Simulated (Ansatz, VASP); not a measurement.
Two plane-wave programs on Ni2Te2O

```
CELL_PARAMETERS angstrom
-1.94718 1.94718 5.83516
1.94718 -1.94718 5.83516
1.94718 1.94718 -5.83516
ATOMIC_POSITIONS crystal
Ni 0.50000 0.00000 0.50000
Ni 0.00000 0.50000 0.50000
Te 0.84197 0.84197 0.00000
Te 0.15803 0.15803 0.00000
O 0.50000 0.50000 0.00000
```

Alike in both runs: functional PBE; k mesh 12 × 12 × 12; occupations gaussian, width 0.1 eV; no spin polarisation.

Ansatz relaxed the structure, and its values are those at the end. VASP's run is a single point on that final structure, the one shown.

|  | VASP | Ansatz |
| --- | --- | --- |
| version | VASP 6.6.1 | Ansatz 0.2.0 |
| potentials or method | VASP PAW PBE potentials, release 64 (Ni, Te, O), cutoff 520 eV | scalar-relativistic, plane waves, PAW |
| valence electrons in the cell | 38 | 74 |

Ansatz gave:

- gap on the k mesh at the Fermi level (eV): none
- pressure (GPa): 0.0
- rms of the force components (eV/Å): 0.000

**Question.** Which values does VASP return?

**Answer.** gap on the k mesh at the Fermi level (eV): none; pressure (GPa): 0.0; rms of the force components (eV/Å): 0.010.

A gap of «none» marks a metal or a gap that the smearing closes. With one functional, cell and mesh, what is left measures potentials, basis and numerics. VASP's potentials hold 38 valence electrons a cell and Ansatz's 74, so a difference there can come from the potentials and not from the codes.

Spin-orbit coupling is off throughout.
